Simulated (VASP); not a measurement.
# Si2BN (P4/mmm) in VASP: relaxation of cell and atoms with PBE

Aim: the relaxation of cell and atoms of Si2BN with PBE.

All numbers are computed with VASP 6.6.1; they aren't measurements. Logs are shortened: lines on timing, memory, paths and dates and some standing lists are left out, and cuts for length are marked.

### 1 The cell of the first run

The structure is tetragonal, space group P4/mmm (No. 123). The conventional cell has a = 2.994 Å, b = 2.994 Å, c = 4.155 Å, α = 90.00°, β = 90.00°, γ = 90.00°. Si (site symmetry 4/mmm) has 2 N at 2.08 Å and 4 B at 2.12 Å within 2.8 Å. Si (site symmetry 4/mmm) has 2 B at 2.08 Å and 4 N at 2.12 Å within 2.8 Å. Within 2.8 Å of B (site symmetry 4/mmm) lie 6 Si at 2.08 to 2.12 Å. N (site symmetry 4/mmm) has 6 Si at 2.08 to 2.12 Å within 2.8 Å.

The cell was generated, and may not be a known phase.

### 2 Relaxation of cell and atoms, PBE

Contents of INCAR:

```
PREC = Accurate
ENCUT = 600
EDIFF = 1E-6
ISMEAR = 0
SIGMA = 0.1
LREAL = False
LASPH = True
NELM = 100
ALGO = Normal
ISIF = 3
LWAVE = False
LCHARG = False
GGA = PE
IBRION = 2
NSW = 100
EDIFFG = -0.01
```

Contents of KPOINTS:

```
regular mesh
0
Gamma
  16 16 12
```

Contents of POSCAR:

```
Si2BN
1.0
    2.9943192672      0.0000000000      0.0000000000
    0.0000000000      2.9943192672      0.0000000000
    0.0000000000      0.0000000000      4.1551471840
Si B N
2 1 1
Direct
    0.5000000000      0.5000000000      0.5000000000
    0.0000000000      0.0000000000      0.0000000000
    0.0000000000      0.0000000000      0.5000000000
    0.5000000000      0.5000000000      0.0000000000
```

Potentials or basis: VASP PAW PBE potentials, release 64 (Si, B, N).

Run with:

```sh
> cat potpaw_PBE.64/Si/POTCAR potpaw_PBE.64/B/POTCAR potpaw_PBE.64/N/POTCAR > POTCAR
> mpirun -np 1 vasp_std > vasp.out
```

OUTCAR:

```text
PREC = Accurate
   ENCUT = 600
   EDIFF = 1E-6
   ISMEAR = 0
   LREAL = False
   LASPH = True
   NELM = 100
   ISIF = 3
   GGA = PE
   IBRION = 2
   NSW = 100
   EDIFFG = -0.01

 ion  position               nearest neighbor table
   1  0.500  0.500  0.500-   4 2.08   4 2.08   3 2.12   3 2.12   3 2.12   3 2.12   2 2.97   2 2.97
                             2 2.97   2 2.97   2 2.97   2 2.97   2 2.97   2 2.97
   2  0.000  0.000  0.000-   3 2.08   3 2.08   4 2.12   4 2.12   4 2.12   4 2.12   1 2.97   1 2.97
                             1 2.97   1 2.97   1 2.97   1 2.97   1 2.97   1 2.97
   3  0.000  0.000  0.500-   2 2.08   2 2.08   1 2.12   1 2.12   1 2.12   1 2.12
   4  0.500  0.500  0.000-   1 2.08   1 2.08   2 2.12   2 2.12   2 2.12   2 2.12

  LATTYP: Found a simple tetragonal cell.
 ALAT       =     2.9943192672
 C/A-ratio  =     1.3876767349

  Lattice vectors:

 A1 = (   2.9943192672,   0.0000000000,   0.0000000000)
 A2 = (   0.0000000000,   2.9943192672,   0.0000000000)
 A3 = (   0.0000000000,   0.0000000000,   4.1551471840)

Analysis of symmetry for initial positions (statically):
=====================================================================
 Subroutine PRICEL returns:
 Original cell was already a primitive cell.

 Routine SETGRP: Setting up the symmetry group for a
 simple tetragonal supercell.

 Subroutine GETGRP returns: Found 16 space group operations
 (whereof 16 operations were pure point group operations)
 out of a pool of 16 trial point group operations.

The static configuration has the point symmetry D_4h.

Analysis of symmetry for dynamics (positions and initial velocities):
=====================================================================
 Subroutine PRICEL returns:
 Original cell was already a primitive cell.

 Routine SETGRP: Setting up the symmetry group for a
 simple tetragonal supercell.

 Subroutine GETGRP returns: Found 16 space group operations
 (whereof 16 operations were pure point group operations)
 out of a pool of 16 trial point group operations.

The dynamic configuration has the point symmetry D_4h.

 Subroutine INISYM returns: Found 16 space group operations
 (whereof 16 operations are pure point group operations),
 and found     1 'primitive' translations

----------------------------------------------------------------------------------------

                                     Primitive cell

  volume of cell :      37.2548

  direct lattice vectors                    reciprocal lattice vectors
     2.994319267  0.000000000  0.000000000     0.333965723  0.000000000  0.000000000
     0.000000000  2.994319267  0.000000000     0.000000000  0.333965723  0.000000000
     0.000000000  0.000000000  4.155147184     0.000000000  0.000000000  0.240665362

  length of vectors
     2.994319267  2.994319267  4.155147184     0.333965723  0.333965723  0.240665362

  position of ions in fractional coordinates (direct lattice)
     0.500000000  0.500000000  0.500000000
     0.000000000  0.000000000  0.000000000
     0.000000000  0.000000000  0.500000000
     0.500000000  0.500000000  0.000000000

  ion indices of the primitive-cell ions
   primitive index   ion index
                 1           1
                 2           2
                 3           3
                 4           4

----------------------------------------------------------------------------------------

 KPOINTS: regular mesh

Automatic generation of k-mesh.
 Grid dimensions read from file:
 generate k-points for:   16   16   12

 Generating k-lattice:

  Cartesian coordinates                     Fractional coordinates (reciprocal lattice)
     0.020872858  0.000000000  0.000000000     0.062500000  0.000000000  0.000000000
     0.000000000  0.020872858  0.000000000     0.000000000  0.062500000  0.000000000
     0.000000000  0.000000000  0.020055447     0.000000000  0.000000000  0.083333333

  Length of vectors
     0.020872858  0.020872858  0.020055447

  Shift w.r.t. Gamma in fractional coordinates (k-lattice)
     0.000000000  0.000000000  0.000000000

 Subroutine IBZKPT returns following result:
 ===========================================

 Found    315 irreducible k-points:

 Following reciprocal coordinates:
            Coordinates               Weight
  0.000000  0.000000  0.000000      1.000000
  0.062500  0.000000  0.000000      4.000000
  0.125000  0.000000  0.000000      4.000000
  0.187500  0.000000  0.000000      4.000000
  0.250000  0.000000  0.000000      4.000000
  0.312500  0.000000  0.000000      4.000000
[... 16 lines left out ...]
  0.437500  0.125000  0.000000      8.000000
  0.500000  0.125000  0.000000      4.000000
 [... further k-points ...]
   k-points           NKPTS =    315   k-points in BZ     NKDIM =    315   number of bands    NBANDS=     12
   number of dos      NEDOS =    301   number of ions     NIONS =      4
   total plane-waves  NPLWV =  20736
   dimension x,y,z NGX =    24 NGY =   24 NGZ =   36
   dimension x,y,z NGXF=    48 NGYF=   48 NGZF=   72
   ions per type =               2   1   1
   NGX,Y,Z   is equivalent  to a cutoff of  13.32, 13.32, 14.40 a.u.
   NGXF,Y,Z  is equivalent  to a cutoff of  26.65, 26.65, 28.81 a.u.
 SYSTEM =  unknown system
   PREC   = accura    normal or accurate (medium, high low for compatibility)
   ISTART =      0    job   : 0-new  1-cont  2-samecut
   ICHARG =      2    charge: 1-file 2-atom 10-const
   ISPIN  =      1    spin polarized calculation?
   LNONCOLLINEAR =      F non collinear calculations
   LSORBIT =      F    spin-orbit coupling
   LASPH  =      T    aspherical Exc in radial PAW
   ENCUT  =  600.0 eV  44.10 Ry    6.64 a.u.   5.98  5.98  8.30*2*pi/ulx,y,z
   NELM   =    100;   NELMIN=  2; NELMDL= -5     # of ELM steps
   EDIFF  = 0.1E-05   stopping-criterion for ELM
   LREAL  =      F    real-space projection
   EDIFFG = -.1E-01   stopping-criterion for IOM
   NSW    =    100    number of steps for IOM
   IBRION =      2    ionic relax: 0-MD 1-quasi-New 2-CG
   NFREE  =      1    steps in history (QN), initial steepest desc. (CG)
   ISIF   =      3    stress and relaxation
   ISYM   =      2    0-nonsym 1-usesym 2-fastsym
   POTIM  = 0.5000    time-step for ionic-motion
   TEBEG  =    0.0;   TEEND  =   0.0 temperature during run
   PSTRESS=    0.0 pullay stress
   NELECT =      16.0000    total number of electrons
   NUPDOWN=      -1.0000    fix difference up-down
   EMIN   =  10.00;   EMAX   =-10.00  energy-range for DOS
   EFERMI =   0.00;   METHOD = LEGACY
   ISMEAR =     0;   SIGMA  =   0.10  broadening in eV -4-tet -1-fermi 0-gaus
   EFERMI_NEDOS =   21; number of points for ismear=-14 and -15
   IALGO  =     38    algorithm
   IMIX   =      4    mixing-type and parameters
     AMIX     =   0.40;   BMIX     =  1.00
     AMIX_MAG =   1.60;   BMIX_MAG =  1.00
  volume/ion in A,a.u.               =       9.31        62.85
  Fermi-wavevector in a.u.,A,eV,Ry     =   1.235153  2.334100 20.757075  1.525602
  Thomas-Fermi vector in A             =   2.369814
   LORBIT       =      0    0 simple, 1 ext, 2 COOP (PROOUT), +10 PAW based schemes
   GGA     = PE    functional components
   LHFCALC =     F    Hartree Fock is set to
   AEXX    =    0.0000 exact exchange contribution
   IVDW    =     0    specifies the selected vdW correction
   LEPSILON=     F    determine dielectric tensor
   LRPA    =     F    only Hartree local field effects (RPA)
 conjugate gradient relaxation of ions
 non-spin polarized calculation
 Gauss-broadening in eV      SIGMA  =   0.10
  energy-cutoff  :      600.00
  volume of cell :       37.25
 maximum number of plane-waves:      1272
 NGX is ok and might be reduce to    24
   NGX = 11   NGY = 11   NGZ = 17

--------------------------------------- Ionic step        1  -------------------------------------------

 number of electron      16.0000002 magnetization

 Free energy of the ion-electron system (eV)
  ---------------------------------------------------
  ext. energy  EPLUGINS =         0.00000000
  ---------------------------------------------------
  free energy    TOTEN  =       -24.87190876 eV

  energy without entropy =      -24.86849420  energy(sigma->0) =      -24.87020148

------------------------ aborting loop because EDIFF is reached ----------------------------------------

  FORCE on cell =-STRESS in cart. coord.  units (eV):
  Direction    XX          YY          ZZ          XY          YZ          ZX
  --------------------------------------------------------------------------------------
  -------------------------------------------------------------------------------------
  Total        0.0487469      0.0487469     -1.2762047      0.0000000      0.0000000      0.0000000
  in kB        2.0964044      2.0964044    -54.8843216      0.0000000      0.0000000      0.0000000
  external PRESSURE =     -16.8971709 kB  Pullay stress =       0.0000000 kB
[... 99 lines left out ...]
  energy  without entropy=      -24.8778725005  energy(sigma->0) =      -24.87957113

--------------------------------------- Ionic step        4  -------------------------------------------

 number of electron      16.0000002 magnetization

 Free energy of the ion-electron system (eV)
  ---------------------------------------------------
  ext. energy  EPLUGINS =         0.00000000
  ---------------------------------------------------
  free energy    TOTEN  =       -24.88272152 eV

  energy without entropy =      -24.87936232  energy(sigma->0) =      -24.88104192

 E-fermi :  10.8604     XC(G=0): -12.1412

 val. band max:       10.8551812444   @ k =   0.5000   0.3125   0.2500
 cond. band min:      10.8716171797   @ k =   0.4375   0.0625   0.2500
 fundamental gap:      0.0164359353
 Fermi energy:        10.8603942283

 k-point     1 :       0.0000    0.0000    0.0000
  band No.  band energies     occupation
      1      -7.7367      2.00000
      2      -0.0503      2.00000
      3       1.7383      2.00000
      4       5.8848      2.00000
      5       5.8848      2.00000
      6       7.8304      2.00000
      7       9.9818      2.00000
      8      11.1849      0.00000
      9      11.1849      0.00000
     10      13.3772      0.00000
     11      17.4326      0.00000
     12      19.3779      0.00000
[... 331 lines left out ...]
 k-point    24 :       0.5000    0.1250    0.0000
  band No.  band energies     occupation
      1      -5.7628      2.00000
      2      -1.5018      2.00000
      3       3.2646      2.00000
      4       4.2389      2.00000
      5       5.4233      2.00000
      6       6.2409      2.00000
      7       6.4976      2.00000
      8       9.2103      2.00000
      9      13.7421      0.00000
     10      14.4503      0.00000
     11      15.4253      0.00000
     12      17.3463      0.00000

 [... further k-points ...]

------------------------ aborting loop because EDIFF is reached ----------------------------------------

  FORCE on cell =-STRESS in cart. coord.  units (eV):
  Direction    XX          YY          ZZ          XY          YZ          ZX
  --------------------------------------------------------------------------------------
  -------------------------------------------------------------------------------------
  Total       -0.0230842     -0.0230842      0.0115194      0.0000000      0.0000000      0.0000000
  in kB       -0.9993601     -0.9993601      0.4986994      0.0000000      0.0000000      0.0000000
  external PRESSURE =      -0.5000069 kB  Pullay stress =       0.0000000 kB
[... 19 lines left out ...]
  FREE ENERGIE OF THE ION-ELECTRON SYSTEM (eV)
  ---------------------------------------------------
  free  energy   TOTEN  =       -24.8827215154 eV

  energy  without entropy=      -24.8793623161  energy(sigma->0) =      -24.88104192

 reached required accuracy - stopping structural energy minimisation
```

It took 4.5 min on 1 thread of Intel Xeon 8259CL, shared host; peak memory 0.31 GiB.

What came out:

```yaml
Free_energy: -24.8827 eV
Relaxed_volume: 9.25 Å³/atom
Relaxed_cell: a = 3.009 Å, b = 3.009 Å, c = 4.087 Å, α = 90.00°, β = 90.00°, γ = 90.00°
Space_group_after_relaxing_to_0.1_Å: P4/mmm (No. 123)
Energy_gained_by_relaxing: 2.7 meV/atom
Ionic_steps: 4
Pressure_after_relaxing: -0.1 GPa
Band_gap_on_the_k_mesh: zero (bands 8 and 9 overlap by 3.81 eV)
```

Stress tensor (GPa, compression positive):
```
-0.10  0.00  0.00
 0.00 -0.10  0.00
 0.00  0.00  0.05
```

Step by step:
```tsv
step	energy change (eV)	largest force (eV/Å)	pressure (GPa)	volume (Å³)
1	0.0000	0.0000	-1.69	37.25
2	-0.0093	0.0000	1.32	36.72
3	-0.0094	0.0000	1.11	36.76
4	-0.0108	0.0000	-0.05	37.01
```

Final structure:
```xyz
4
Lattice="3.0092 0.0000 0.0000 0.0000 3.0092 0.0000 0.0000 0.0000 4.0868" Properties=species:S:1:pos:R:3 pbc="T T T"
Si    1.5046    1.5046    2.0434
Si    3.0092    0.0000    4.0868
B     3.0092    0.0000    2.0434
N     1.5046    1.5046    0.0000
```

Levels at points of the mesh, in eV from the Fermi level:
```tsv
k point	band 4	band 5	band 6	band 7	band 8	band 9	band 10	band 11	band 12
(0.00, 0.00, 0.00)	-4.98	-4.98	-3.03	-0.88	0.32	0.32	2.52	6.57	8.52
(0.50, 0.00, 0.00)	-6.75	-5.54	-4.80	-3.52	0.28	2.36	2.47	5.58	6.79
(0.50, 0.50, 0.00)	-8.70	-5.70	-3.65	-3.65	-3.10	-2.78	0.59	2.86	2.86
(0.00, 0.00, 0.50)	-4.38	-4.38	-3.34	-1.25	-1.25	2.24	2.39	4.55	4.69
(0.50, 0.00, 0.50)	-10.05	-3.35	-1.91	-0.76	1.04	1.72	4.22	4.31	4.74
(0.50, 0.50, 0.50)	-7.94	-6.95	-6.88	-6.49	-6.49	2.06	6.20	6.23	7.30
```
